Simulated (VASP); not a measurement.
# WS2 (R3m) in VASP: a series of runs

Runs on WS2. Level: LDA. Tasks: electric field gradients.

Everything below comes from runs of VASP 6.6.1. Logs are shortened: lines on timing, memory, paths and dates and some standing lists are left out, and cuts for length are marked.

## 1. The cell of the first run

Symmetry: R3m, No. 160, trigonal system. Conventional cell: a = 3.137 Å, b = 3.137 Å, c = 18.366 Å, α = 90.00°, β = 90.00°, γ = 120.00°. Within 3.2 Å of W (site symmetry 3m) lie 6 S at 2.37 to 2.40 Å and 6 W at 3.14 Å. Within 3.2 Å of S (site symmetry 3m) lie 3 W at 2.37 Å and 7 S at 3.11 to 3.14 Å. Within 3.2 Å of S (site symmetry 3m) lie 3 W at 2.40 Å and 7 S at 3.11 to 3.14 Å.

## 2. Electric field gradients, LDA (17.39 Å³/atom)

INCAR

```
ALGO     = Normal         # electronic algorithm
EDIFF    = 1E-8           # SCF threshold, eV
ENCUT    = 520            # plane-wave cutoff, eV
ISIF     = 2              # what is computed and relaxed
ISMEAR   = -1             # smearing method
LASPH    = T              # aspherical terms in the spheres
LCHARG   = F              # write CHGCAR
LEFG     = T            
LREAL    = F              # projectors in reciprocal space
LWAVE    = F              # write WAVECAR
NBANDS   = 20             # bands
NELM     = 100            # most SCF steps
PREC     = Accurate       # precision mode
SIGMA    = 0.08           # smearing width, eV
```

KPOINTS

```
k-points
0
Gamma
  13 13 13
```

POSCAR

```
WS2
1.0
    1.5684027470      0.9055177481      6.1219641228
   -1.5684027470      0.9055177481      6.1219641228
    0.0000000000     -1.8110354963      6.1219641228
W S
1 2
Direct
    0.0000000000      0.0000000000      0.0000000000
    0.7503000000      0.7503000000      0.7503000000
    0.5810000000      0.5810000000      0.5810000000
```

Potentials or basis: VASP PAW LDA potentials, release 64 (W_sv, S).

Started as:

```
$ cat potpaw_LDA.64/W_sv/POTCAR potpaw_LDA.64/S/POTCAR > POTCAR
$ mpirun -np 1 vasp_std > vasp.out
```

OUTCAR:

```text
EDIFF = 1E-8
   ENCUT = 520
   ISIF = 2
   ISMEAR = -1
   LASPH = T
   LREAL = F
   NELM = 100
   PREC = Accurate

 ion  position               nearest neighbor table
   1  0.000  0.000  0.000-   2 2.37   2 2.37   2 2.37   3 2.40   3 2.40   3 2.40
   2  0.750  0.750  0.750-   1 2.37   1 2.37   1 2.37
   3  0.581  0.581  0.581-   1 2.40   1 2.40   1 2.40

  LATTYP: Found a trigonal (rhomboedric) cell.
 ALAT       =     6.3842222933
 COS(alpha) =     0.8792939096

  Lattice vectors:

 A1 = (   1.5684027470,   0.9055177481,   6.1219641228)
 A2 = (  -1.5684027470,   0.9055177481,   6.1219641228)
 A3 = (   0.0000000000,  -1.8110354963,   6.1219641228)

Analysis of symmetry for initial positions (statically):
=====================================================================
 Subroutine PRICEL returns:
 Original cell was already a primitive cell.

 Routine SETGRP: Setting up the symmetry group for a
 trigonal (rhombohedral) supercell.

 Subroutine GETGRP returns: Found  6 space group operations
 (whereof  6 operations were pure point group operations)
 out of a pool of 12 trial point group operations.

The static configuration has the point symmetry C_3v.

Analysis of symmetry for dynamics (positions and initial velocities):
=====================================================================
 Subroutine PRICEL returns:
 Original cell was already a primitive cell.

 Routine SETGRP: Setting up the symmetry group for a
 trigonal (rhombohedral) supercell.

 Subroutine GETGRP returns: Found  6 space group operations
 (whereof  6 operations were pure point group operations)
 out of a pool of 12 trial point group operations.

The dynamic configuration has the point symmetry C_3v.

 Subroutine INISYM returns: Found  6 space group operations
 (whereof  6 operations are pure point group operations),
 and found     1 'primitive' translations

----------------------------------------------------------------------------------------

                                     Primitive cell

  volume of cell :      52.1671

  direct lattice vectors                    reciprocal lattice vectors
     1.568402747  0.905517748  6.121964123     0.318795667  0.184056764  0.054448756
    -1.568402747  0.905517748  6.121964123    -0.318795667  0.184056764  0.054448756
     0.000000000 -1.811035496  6.121964123     0.000000000 -0.368113528  0.054448756

  length of vectors
     6.384222293  6.384222293  6.384222293     0.372118579  0.372118579  0.372118579

  position of ions in fractional coordinates (direct lattice)
     0.000000000  0.000000000  0.000000000
     0.750300000  0.750300000  0.750300000
     0.581000000  0.581000000  0.581000000

  ion indices of the primitive-cell ions
   primitive index   ion index
                 1           1
                 2           2
                 3           3

----------------------------------------------------------------------------------------

 KPOINTS: k-points

Automatic generation of k-mesh.
 Grid dimensions read from file:
 generate k-points for:   13   13   13

 Generating k-lattice:

  Cartesian coordinates                     Fractional coordinates (reciprocal lattice)
     0.024522744  0.014158213  0.004188366     0.076923077  0.000000000  0.000000000
    -0.024522744  0.014158213  0.004188366     0.000000000  0.076923077  0.000000000
     0.000000000 -0.028316425  0.004188366     0.000000000  0.000000000  0.076923077

  Length of vectors
     0.028624506  0.028624506  0.028624506

  Shift w.r.t. Gamma in fractional coordinates (k-lattice)
     0.000000000  0.000000000  0.000000000

 Subroutine IBZKPT returns following result:
 ===========================================

 Found    231 irreducible k-points:

 Following reciprocal coordinates:
            Coordinates               Weight
  0.000000  0.000000  0.000000      1.000000
  0.076923  0.000000  0.000000      6.000000
  0.153846  0.000000 -0.000000      6.000000
  0.230769  0.000000  0.000000      6.000000
  0.307692  0.000000 -0.000000      6.000000
  0.384615  0.000000  0.000000      6.000000
[... 16 lines left out ...]
  0.384615  0.153846 -0.000000     12.000000
  0.461538  0.153846 -0.000000     12.000000
 [... further k-points ...]
   k-points           NKPTS =    231   k-points in BZ     NKDIM =    231   number of bands    NBANDS=     20
   number of dos      NEDOS =    301   number of ions     NIONS =      3
   total plane-waves  NPLWV = 110592
   dimension x,y,z NGX =    48 NGY =   48 NGZ =   48
   dimension x,y,z NGXF=    96 NGYF=   96 NGZF=   96
   ions per type =               1   2
   NGX,Y,Z   is equivalent  to a cutoff of  12.50, 12.50, 12.50 a.u.
   NGXF,Y,Z  is equivalent  to a cutoff of  25.00, 25.00, 25.00 a.u.
 SYSTEM =  unknown system
   PREC   = accura    normal or accurate (medium, high low for compatibility)
   ISTART =      0    job   : 0-new  1-cont  2-samecut
   ICHARG =      2    charge: 1-file 2-atom 10-const
   ISPIN  =      1    spin polarized calculation?
   LNONCOLLINEAR =      F non collinear calculations
   LSORBIT =      F    spin-orbit coupling
   LASPH  =      T    aspherical Exc in radial PAW
   ENCUT  =  520.0 eV  38.22 Ry    6.18 a.u.  11.87 11.87 11.87*2*pi/ulx,y,z
   NELM   =    100;   NELMIN=  2; NELMDL= -5     # of ELM steps
   EDIFF  = 0.1E-07   stopping-criterion for ELM
   LREAL  =      F    real-space projection
   EDIFFG = 0.1E-06   stopping-criterion for IOM
   NSW    =      0    number of steps for IOM
   IBRION =     -1    ionic relax: 0-MD 1-quasi-New 2-CG
   NFREE  =      0    steps in history (QN), initial steepest desc. (CG)
   ISIF   =      2    stress and relaxation
   ISYM   =      2    0-nonsym 1-usesym 2-fastsym
   POTIM  = 0.5000    time-step for ionic-motion
   TEBEG  =    0.0;   TEEND  =   0.0 temperature during run
   PSTRESS=    0.0 pullay stress
   NELECT =      26.0000    total number of electrons
   NUPDOWN=      -1.0000    fix difference up-down
   EMIN   =  10.00;   EMAX   =-10.00  energy-range for DOS
   EFERMI =   0.00;   METHOD = LEGACY
   ISMEAR =    -1;   SIGMA  =   0.08  broadening in eV -4-tet -1-fermi 0-gaus
   EFERMI_NEDOS =   21; number of points for ismear=-14 and -15
   IALGO  =     38    algorithm
   IMIX   =      4    mixing-type and parameters
     AMIX     =   0.40;   BMIX     =  1.00
     AMIX_MAG =   1.60;   BMIX_MAG =  1.00
  volume/ion in A,a.u.               =      17.39       117.35
  Fermi-wavevector in a.u.,A,eV,Ry     =   1.297977  2.452821 22.922347  1.684745
  Thomas-Fermi vector in A             =   2.429335
   LORBIT       =      0    0 simple, 1 ext, 2 COOP (PROOUT), +10 PAW based schemes
   GGA     = CA    functional components
   LHFCALC =     F    Hartree Fock is set to
   AEXX    =    0.0000 exact exchange contribution
   IVDW    =     0    specifies the selected vdW correction
   LEPSILON=     F    determine dielectric tensor
   LRPA    =     F    only Hartree local field effects (RPA)
 non-spin polarized calculation
  energy-cutoff  :      520.00
  volume of cell :       52.17
 maximum number of plane-waves:      1422
   NGX = 23   NGY = 23   NGZ = 23

 number of electron      26.0000000 magnetization

 Free energy of the ion-electron system (eV)
  ---------------------------------------------------
  ext. energy  EPLUGINS =         0.00000000
  ---------------------------------------------------
  free energy    TOTEN  =       -26.25154620 eV

  energy without entropy =      -26.25150781  energy(sigma->0) =      -26.25152701

 E-fermi :   8.0292     XC(G=0): -11.3339

 val. band max:        7.6230845490   @ k =   0.4615   0.4615   0.4615
 cond. band min:       8.6103384221   @ k =  -0.1538   0.1538   0.0000
 fundamental gap:      0.9872538731
 Fermi energy:         8.0292496074

 k-point     1 :       0.0000    0.0000    0.0000
  band No.  band energies     occupation
      1     -66.5542      2.00000
      2     -31.1125      2.00000
      3     -30.9023      2.00000
      4     -30.9023      2.00000
      5      -8.1261      2.00000
      6      -6.0302      2.00000
[... 12 lines left out ...]
     19      15.4451      0.00000
     20      16.0373      0.00000
[... 507 lines left out ...]
 k-point    24 :       0.4615    0.1538   -0.0000
  band No.  band energies     occupation
      1     -66.5339      2.00000
      2     -31.2390      2.00000
      3     -31.0417      2.00000
      4     -31.0321      2.00000
      5      -5.9524      2.00000
      6      -5.4729      2.00000
[... 12 lines left out ...]
     19      15.3625      0.00000
     20      15.9589      0.00000

 [... further k-points ...]

------------------------ aborting loop because EDIFF is reached ----------------------------------------

  FORCE on cell =-STRESS in cart. coord.  units (eV):
  Direction    XX          YY          ZZ          XY          YZ          ZX
  --------------------------------------------------------------------------------------
  -------------------------------------------------------------------------------------
  Total       -0.0320785     -0.0320785      0.2267969      0.0000000     -0.0000000     -0.0000000
  in kB       -0.9852081     -0.9852081      6.9654813      0.0000000     -0.0000000     -0.0000000
  external PRESSURE =       1.6650217 kB  Pullay stress =       0.0000000 kB

 VOLUME and BASIS-vectors are now :
 -----------------------------------------------------------------------------
  energy-cutoff  :      520.00
  volume of cell :       52.17
      direct lattice vectors                 reciprocal lattice vectors
     1.568402747  0.905517748  6.121964123     0.318795667  0.184056764  0.054448756
    -1.568402747  0.905517748  6.121964123    -0.318795667  0.184056764  0.054448756
     0.000000000 -1.811035496  6.121964123     0.000000000 -0.368113528  0.054448756

 POSITION                                       TOTAL-FORCE (eV/Angst)
 -----------------------------------------------------------------------------------
      0.00000      0.00000      0.00000         0.000000      0.000000     -0.615869
      0.00000     -0.00000     13.77993         0.000000     -0.000000      0.444701
      0.00000     -0.00000     10.67058         0.000000     -0.000000      0.171168
 -----------------------------------------------------------------------------------
    total drift:                                0.000000      0.000000      0.000047

  FREE ENERGIE OF THE ION-ELECTRON SYSTEM (eV)
  ---------------------------------------------------
  free  energy   TOTEN  =       -26.2515461994 eV

  energy  without entropy=      -26.2515078123  energy(sigma->0) =      -26.25152701

 Electric field gradients (V/A^2)
---------------------------------------------------------------------
 ion       V_xx      V_yy      V_zz      V_xy      V_xz      V_yz
---------------------------------------------------------------------
   1      81.590    81.590  -163.181     0.000     0.000     0.000
   2      25.723    25.723   -51.447     0.000    -0.000     0.000
   3      21.795    21.795   -43.591    -0.000     0.000     0.000
---------------------------------------------------------------------

 Electric field gradients after diagonalization (V/A^2)
 (convention: |V_zz| > |V_xx| > |V_yy|)
----------------------------------------------------------------------
 ion       V_xx      V_yy      V_zz     asymmetry (V_yy - V_xx)/ V_zz
----------------------------------------------------------------------
   1      81.590    81.590  -163.181       0.000
   2      25.723    25.723   -51.447       0.000
   3      21.795    21.795   -43.591       0.000
----------------------------------------------------------------------

           NMR quadrupolar parameters

 Cq : quadrupolar parameter    Cq=e*Q*V_zz/h
 eta: asymmetry parameters     (V_yy - V_xx)/ V_zz
 Q  : nuclear electric quadrupole moment in mb (millibarn)
----------------------------------------------------------------------
 ion       Cq(MHz)       eta       Q (mb)
----------------------------------------------------------------------
   1      -0.395       0.000       1.000
   2      -0.124       0.000       1.000
   3      -0.105       0.000       1.000
----------------------------------------------------------------------
```

Run time: 6.6 min. Hardware: 1 thread of AMD EPYC 9R45 (Zen 5), shared host; peak memory 0.39 GiB.

Results:

| Quantity | Value |
| --- | --- |
| Free energy | -26.2515 eV |
| Pressure | 0.2 GPa |
| Largest force | 0.616 eV/Å |
| Band gap on the k mesh | 0.99 eV (least direct gap 2.15 eV) |
| Largest electric field gradient by atom | W -163.2; S -51.4, -43.6 V/Å² |

Forces in eV/Å, atoms in the order of the input:
```
W    0.000  0.000 -0.616
S    0.000  0.000  0.445
S    0.000  0.000  0.171
```

Electric field gradients, principal values (V/Å²):
```
atom   least  middle  greatest (by size)
 1 W  81.590  81.590            -163.181
 2 S  25.723  25.723             -51.447
 3 S  21.795  21.795             -43.591
```

Caveat: without QUAD_EFG the Cq values of the log hold for a quadrupole moment of 1 mb, not for the nuclei; spin-orbit coupling is left out, which moves the levels of the heavy elements. A k mesh can miss the band edges.

(Part 1 of 2 ends here.)
